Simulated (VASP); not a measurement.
# BN (P1) in VASP: a series of runs

Runs on BN. Level: PBE+D3(BJ). Tasks: single point.

Everything below comes from runs of VASP 6.6.1. Logs are shortened: lines on timing, memory, paths and dates and some standing lists are left out, and cuts for length are marked.

## 1. The cell of the first run

The typed cell holds 8 atoms: a = 3.567 Å, b = 2.508 Å, c = 8.756 Å, α = 87.26°, β = 82.20°, γ = 69.42°.

## 2. Single point, PBE+D3(BJ) (the part above a cut slid along it)

File INCAR:

```
PREC = Accurate ; ENCUT = 520
EDIFF = 1E-7 ; ISMEAR = 0
SIGMA = 0.05 ; LREAL = False
LASPH = True ; NELM = 60
ALGO = Normal ; ISIF = 2
LWAVE = False ; LCHARG = False
GGA = PE ; IVDW = 12
NBANDS = 26
```

File KPOINTS:

```
Automatic mesh
0
Gamma
  7 9 3
```

File POSCAR:

```
BN
1.0
    1.2538424667     -3.3394821656      0.0000000000
    2.5076849335      0.0000000000      0.0000000000
    0.4179474889     -1.1131607219      8.6753276438
B N
4 4
Direct
   -0.2777844790      0.0000000000      0.8333534369
   -0.0277844790      0.5000000000      0.0833534369
   -0.1111178123      0.0000000000      0.3333534369
   -0.1944511456      0.5000000000      0.5833534369
   -0.0555321860      0.0000000000      0.1665965581
   -0.1388655194      0.5000000000      0.4165965581
   -0.2221988527      0.0000000000      0.6665965581
   -0.3055321860      0.5000000000      0.9165965581
```

Potentials or basis: VASP PAW PBE potentials, release 64 (B, N).

Run with:

```
cat potpaw_PBE.64/B/POTCAR potpaw_PBE.64/N/POTCAR > POTCAR
mpirun -np 1 vasp_std > vasp.out
```

OUTCAR:

```text
PREC = Accurate
   ENCUT = 520
   EDIFF = 1E-7
   ISMEAR = 0
   LREAL = False
   LASPH = True
   NELM = 60
   ISIF = 2
   GGA = PE
   IVDW = 12
 IVDW          = 12

 ion  position               nearest neighbor table
   1  0.722  0.000  0.833-   7 1.45   8 1.45   8 1.45
   2  0.972  0.500  0.083-   5 1.45   5 1.45   8 1.87
   3  0.889  0.000  0.333-   5 1.45   6 1.45   6 1.45
   4  0.806  0.500  0.583-   6 1.45   7 1.45   7 1.45
   5  0.944  0.000  0.167-   3 1.45   2 1.45   2 1.45
   6  0.861  0.500  0.417-   4 1.45   3 1.45   3 1.45
   7  0.778  0.000  0.667-   1 1.45   4 1.45   4 1.45
   8  0.694  0.500  0.917-   1 1.45   1 1.45   2 1.87

  Warning from LATTYP: Got some problem with cell dimensions!
  Tried to take original basis but could not verify dimensions!
  LATTYP: Found a triclinic cell.
 ALAT       =     2.5076849335
 B/A-ratio  =     4.4572879862
 C/A-ratio  =     1.4224707076
 COS(alpha) =     0.0238237817
 COS(beta)  =     0.3515010870
 COS(gamma) =     0.5982711180

  Lattice vectors:

 A1 = (   2.5076849335,   0.0000000000,   0.0000000000)
 A2 = (   6.6871598227,   2.2263214437,   8.6753276438)
 A3 = (   1.2538424667,  -3.3394821656,   0.0000000000)

Analysis of symmetry for initial positions (statically):
=====================================================================
 Subroutine PRICEL returns:
 Original cell was already a primitive cell.

 Routine SETGRP: Setting up the symmetry group for a
 triclinic supercell.

 Subroutine GETGRP returns: Found  1 space group operations
 (whereof  1 operations were pure point group operations)
 out of a pool of  2 trial point group operations.

The static configuration has the point symmetry C_1 .

Analysis of symmetry for dynamics (positions and initial velocities):
=====================================================================
 Subroutine PRICEL returns:
 Original cell was already a primitive cell.

 Routine SETGRP: Setting up the symmetry group for a
 triclinic supercell.

 Subroutine GETGRP returns: Found  1 space group operations
 (whereof  1 operations were pure point group operations)
 out of a pool of  2 trial point group operations.

The dynamic configuration has the point symmetry C_1 .

 Subroutine INISYM returns: Found  1 space group operations
 (whereof  1 operations are pure point group operations),
 and found     1 'primitive' translations

----------------------------------------------------------------------------------------

                                     Primitive cell

  volume of cell :      72.6504

  direct lattice vectors                    reciprocal lattice vectors
     1.253842467 -3.339482166  0.000000000     0.000000000 -0.299447624 -0.038423141
     2.507684934  0.000000000  0.000000000     0.398774179  0.149723812  0.000000000
     0.417947489 -1.113160722  8.675327644     0.000000000  0.000000000  0.115269422

  length of vectors
     3.567108362  2.507684934  8.756432871     0.301902662  0.425955474  0.115269422

  position of ions in fractional coordinates (direct lattice)
     0.722215521  1.000000000  0.833353437
     0.972215521  0.500000000  0.083353437
     0.888882188  1.000000000  0.333353437
     0.805548854  0.500000000  0.583353437
     0.944467814  1.000000000  0.166596558
     0.861134481  0.500000000  0.416596558
     0.777801147  1.000000000  0.666596558
     0.694467814  0.500000000  0.916596558

  ion indices of the primitive-cell ions
   primitive index   ion index
                 1           1
                 2           2
                 3           3
                 4           4
                 5           5
                 6           6
                 7           7
                 8           8

----------------------------------------------------------------------------------------

 KPOINTS: Automatic mesh

Automatic generation of k-mesh.
 Grid dimensions read from file:
 generate k-points for:    7    9    3

 Generating k-lattice:

  Cartesian coordinates                     Fractional coordinates (reciprocal lattice)
     0.000000000 -0.042778232 -0.005489020     0.142857143  0.000000000  0.000000000
     0.044308242  0.016635979  0.000000000    -0.000000000  0.111111111 -0.000000000
     0.000000000  0.000000000  0.038423141     0.000000000  0.000000000  0.333333333

  Length of vectors
     0.043128952  0.047328386  0.038423141

  Shift w.r.t. Gamma in fractional coordinates (k-lattice)
     0.000000000  0.000000000  0.000000000

 Subroutine IBZKPT returns following result:
 ===========================================

 Found     95 irreducible k-points:

 Following reciprocal coordinates:
            Coordinates               Weight
  0.000000  0.000000  0.000000      1.000000
  0.142857  0.000000  0.000000      2.000000
  0.285714  0.000000  0.000000      2.000000
  0.428571  0.000000  0.000000      2.000000
  0.000000  0.111111  0.000000      2.000000
  0.142857  0.111111 -0.000000      2.000000
[... 16 lines left out ...]
 -0.428571  0.333333 -0.000000      2.000000
 -0.285714  0.333333 -0.000000      2.000000
 [... further k-points ...]
   k-points           NKPTS =     95   k-points in BZ     NKDIM =     95   number of bands    NBANDS=     26
   number of dos      NEDOS =    301   number of ions     NIONS =      8
   total plane-waves  NPLWV =  39200
   dimension x,y,z NGX =    28 NGY =   20 NGZ =   70
   dimension x,y,z NGXF=    56 NGYF=   40 NGZF=  140
   ions per type =               4   4
   NGX,Y,Z   is equivalent  to a cutoff of  13.05, 13.26, 13.29 a.u.
   NGXF,Y,Z  is equivalent  to a cutoff of  26.10, 26.52, 26.58 a.u.
 SYSTEM =  unknown system
   PREC   = accura    normal or accurate (medium, high low for compatibility)
   ISTART =      0    job   : 0-new  1-cont  2-samecut
   ICHARG =      2    charge: 1-file 2-atom 10-const
   ISPIN  =      1    spin polarized calculation?
   LNONCOLLINEAR =      F non collinear calculations
   LSORBIT =      F    spin-orbit coupling
   LASPH  =      T    aspherical Exc in radial PAW
   ENCUT  =  520.0 eV  38.22 Ry    6.18 a.u.   6.63  4.66 16.28*2*pi/ulx,y,z
   NELM   =     60;   NELMIN=  2; NELMDL= -5     # of ELM steps
   EDIFF  = 0.1E-06   stopping-criterion for ELM
   LREAL  =      F    real-space projection
   EDIFFG = 0.1E-05   stopping-criterion for IOM
   NSW    =      0    number of steps for IOM
   IBRION =     -1    ionic relax: 0-MD 1-quasi-New 2-CG
   NFREE  =      0    steps in history (QN), initial steepest desc. (CG)
   ISIF   =      2    stress and relaxation
   ISYM   =      2    0-nonsym 1-usesym 2-fastsym
   POTIM  = 0.5000    time-step for ionic-motion
   TEBEG  =    0.0;   TEEND  =   0.0 temperature during run
   PSTRESS=    0.0 pullay stress
   NELECT =      32.0000    total number of electrons
   NUPDOWN=      -1.0000    fix difference up-down
   EMIN   =  10.00;   EMAX   =-10.00  energy-range for DOS
   EFERMI =   0.00;   METHOD = LEGACY
   ISMEAR =     0;   SIGMA  =   0.05  broadening in eV -4-tet -1-fermi 0-gaus
   EFERMI_NEDOS =   21; number of points for ismear=-14 and -15
   IALGO  =     38    algorithm
   IMIX   =      4    mixing-type and parameters
     AMIX     =   0.40;   BMIX     =  1.00
     AMIX_MAG =   1.60;   BMIX_MAG =  1.00
  volume/ion in A,a.u.               =       9.08        61.28
  Fermi-wavevector in a.u.,A,eV,Ry     =   1.245601  2.353844 21.109725  1.551521
  Thomas-Fermi vector in A             =   2.379816
   LORBIT       =      0    0 simple, 1 ext, 2 COOP (PROOUT), +10 PAW based schemes
   GGA     = PE    functional components
   LHFCALC =     F    Hartree Fock is set to
   AEXX    =    0.0000 exact exchange contribution
   IVDW    =    12    specifies the selected vdW correction
   LEPSILON=     F    determine dielectric tensor
   LRPA    =     F    only Hartree local field effects (RPA)
 non-spin polarized calculation
 Gauss-broadening in eV      SIGMA  =   0.05
  energy-cutoff  :      520.00
  volume of cell :       72.65
 maximum number of plane-waves:      1981
   NGX = 13   NGY =  9   NGZ = 33

 number of electron      32.0000001 magnetization

 Free energy of the ion-electron system (eV)
  ---------------------------------------------------
  ext. energy  EPLUGINS =         0.00000000
  ---------------------------------------------------
  free energy    TOTEN  =       -67.98445517 eV

  energy without entropy =      -67.98445517  energy(sigma->0) =      -67.98445517

 E-fermi :   2.8268     XC(G=0): -10.1547

 val. band max:        2.5599986036   @ k =   0.1429   0.3333   0.3333
 cond. band min:       5.1397486262   @ k =   0.0000   0.4444   0.3333
 fundamental gap:      2.5797500226
 Fermi energy:         2.8267839916

 k-point     1 :       0.0000    0.0000    0.0000
  band No.  band energies     occupation
      1     -15.5085      2.00000
      2     -14.4688      2.00000
      3     -13.8363      2.00000
      4     -12.0052      2.00000
      5      -6.5100      2.00000
      6      -3.2598      2.00000
[... 18 lines left out ...]
     25      13.7088      0.00000
     26      14.1241      0.00000

 k-point     2 :       0.1429    0.0000    0.0000
  band No.  band energies     occupation
      1     -15.4542      2.00000
      2     -14.4317      2.00000
      3     -13.7758      2.00000
      4     -11.9803      2.00000
      5      -6.4632      2.00000
      6      -3.3209      2.00000
[... 18 lines left out ...]
     25      13.7752      0.00000
     26      14.2187      0.00000

 k-point     3 :       0.2857    0.0000    0.0000
  band No.  band energies     occupation
      1     -15.3271      2.00000
      2     -14.3437      2.00000
      3     -13.6366      2.00000
      4     -11.9241      2.00000
      5      -6.3632      2.00000
      6      -3.5695      2.00000
[... 572 lines left out ...]
 k-point    23 :      -0.4286    0.3333   -0.0000
  band No.  band energies     occupation
      1     -13.8044      2.00000
      2     -13.0443      2.00000
      3     -12.4040      2.00000
      4     -11.1856      2.00000
      5      -5.8052      2.00000
      6      -5.3331      2.00000
[... 18 lines left out ...]
     25      15.2952      0.00000
     26      15.7573      0.00000

 k-point    24 :      -0.2857    0.3333   -0.0000
  band No.  band energies     occupation
      1     -13.7881      2.00000
      2     -13.0248      2.00000
      3     -12.4000      2.00000
      4     -11.1901      2.00000
      5      -5.7955      2.00000
      6      -5.3296      2.00000
[... 18 lines left out ...]
     25      15.2244      0.00000
     26      15.8812      0.00000

 [... further k-points ...]

------------------------ aborting loop because EDIFF is reached ----------------------------------------

 Edisp (eV)   -1.12870

 E8    (eV) :    -0.3316

  FORCE on cell =-STRESS in cart. coord.  units (eV):
  Direction    XX          YY          ZZ          XY          YZ          ZX
  --------------------------------------------------------------------------------------
  -------------------------------------------------------------------------------------
  Total      -1.25632    -3.45915    -2.28331     3.03851     1.82298    -3.41567
  in kB     -27.70604   -76.28548   -50.35433    67.00902    40.20270   -75.32655
  external pressure =      -51.45 kB  Pullay stress =        0.00 kB

 VOLUME and BASIS-vectors are now :
 -----------------------------------------------------------------------------
  energy-cutoff  :      520.00
  volume of cell :       72.65
      direct lattice vectors                 reciprocal lattice vectors
     1.253842467 -3.339482166  0.000000000     0.000000000 -0.299447624 -0.038423141
     2.507684934  0.000000000  0.000000000     0.398774179  0.149723812  0.000000000
     0.417947489 -1.113160722  8.675327644     0.000000000  0.000000000  0.115269422

 POSITION                                       TOTAL-FORCE (eV/Angst)
 -----------------------------------------------------------------------------------
      1.25384     -3.33948      7.22961        -0.276737     -0.191763      0.419595
      2.50768     -3.33948      0.72312        -1.636056      3.670534     -1.022547
      1.25384     -3.33948      2.89195        -0.123496     -0.386907      0.464567
      2.50768     -3.33948      5.06078        -0.019945      0.079456      0.365222
      1.25384     -3.33948      1.44528        -0.171266     -1.003682     -1.060021
      2.50768     -3.33948      3.61411         0.002984      0.067520     -0.436733
      1.25384     -3.33948      5.78294         0.155585      0.249782     -0.552551
      2.50768     -3.33948      7.95178         2.068931     -2.484941      1.822467
 -----------------------------------------------------------------------------------
    total drift:                               -0.000015      0.000108     -0.000153

  FREE ENERGIE OF THE ION-ELECTRON SYSTEM (eV)
  ---------------------------------------------------
  free  energy   TOTEN  =       -69.1131571965 eV

  energy  without entropy=      -69.1131571965  energy(sigma->0) =      -69.11315720
```

Run time: 3 min. Hardware: 1 thread of AMD EPYC 7R13 (Zen 3), shared host; peak memory 0.25 GiB.

What came out:

```yaml
Free_energy: -69.1132 eV
Pressure: -5.1 GPa
Largest_force: 4.147 eV/Å
Band_gap_on_the_k_mesh: 2.58 eV (least direct gap 2.67 eV)
Dispersion_energy_per_atom: -0.141 eV
```

Forces on the atoms (eV/Å):
```
B   -0.277 -0.192  0.420
B   -1.636  3.671 -1.023
B   -0.123 -0.387  0.465
B   -0.020  0.079  0.365
N   -0.171 -1.004 -1.060
N    0.003  0.068 -0.437
N    0.156  0.250 -0.553
N    2.069 -2.485  1.822
```

Stress tensor (GPa, compression positive):
```
-2.77  6.70 -7.53
 6.70 -7.63  4.02
-7.53  4.02 -5.04
```

Caveat: the cell differs from its parent crystal (the part above a cut slid along it); the cell stands under tension; forces of over 1 eV/Å act on the atoms, so gaps and moduli don't describe the material at rest.

## 3. Single point, PBE+D3(BJ) (the part above a cut slid along it)

File INCAR:

```
SYSTEM = BN
PREC = Accurate ; ENCUT = 520
EDIFF = 1E-6 ; ISMEAR = 0
SIGMA = 0.05 ; LREAL = .False.
LASPH = .True. ; NELM = 100
ALGO = Normal ; ISIF = 2
LWAVE = .False. ; LCHARG = .False.
GGA = PE ; IVDW = 12
NBANDS = 26
```

File KPOINTS:

```
Automatic mesh
0
Gamma
  7 9 3
  0 0 0
```

File POSCAR:

```
BN
1.0
    1.2538424667     -3.3394821656      0.0000000000
    2.5076849335      0.0000000000      0.0000000000
    0.2089737445     -0.5565803609      8.6753276438
B N
4 4
Direct
   -0.1388922395      0.0000000000      0.8333534369
   -0.0138922395      0.5000000000      0.0833534369
   -0.0555589062      0.0000000000      0.3333534369
   -0.0972255728      0.5000000000      0.5833534369
   -0.0277660930      0.0000000000      0.1665965581
   -0.0694327597      0.5000000000      0.4165965581
   -0.1110994264      0.0000000000      0.6665965581
   -0.1527660930      0.5000000000      0.9165965581
```

Potentials or basis: VASP PAW PBE potentials, release 64 (B, N).

Run with:

```
cat potpaw_PBE.64/B/POTCAR potpaw_PBE.64/N/POTCAR > POTCAR
mpirun -np 1 vasp_std > vasp.out
```

It took 2.9 min on 1 thread of AMD EPYC 7R13 (Zen 3), shared host; peak memory 0.25 GiB.

It converged, with:

```yaml
Free_energy: -70.8241 eV
Pressure: -2.6 GPa
Largest_force: 3.499 eV/Å
Band_gap_on_the_k_mesh: 3.70 eV (least direct gap 4.35 eV)
Dispersion_energy_per_atom: -0.140 eV
```

Forces in eV/Å, atoms in the order of the input:
```
B   -0.169  0.024  0.161
B   -1.364  2.860 -1.483
B   -0.113 -0.305  0.180
B   -0.016  0.055  0.149
N   -0.182 -0.965 -0.318
N    0.001  0.056 -0.166
N    0.133  0.196 -0.204
N    1.709 -1.922  1.682
```

Stress tensor (GPa, compression positive):
```
-0.74  2.17 -6.69
 2.17 -2.23  1.99
-6.69  1.99 -4.87
```

Levels at points of the mesh, in eV from the valence-band top:
```csv
k point,band 13,band 14,band 15,band 16,band 17,band 18,band 19,band 20
"(0.00, 0.00, 0.00)",-2.52,-1.63,-1.22,-0.37,4.71,5.86,6.90,7.03
```

Caveat: the cell differs from its parent crystal (the part above a cut slid along it); forces of over 1 eV/Å act on the atoms, so gaps and moduli don't describe the material at rest. A k mesh can miss the band edges.
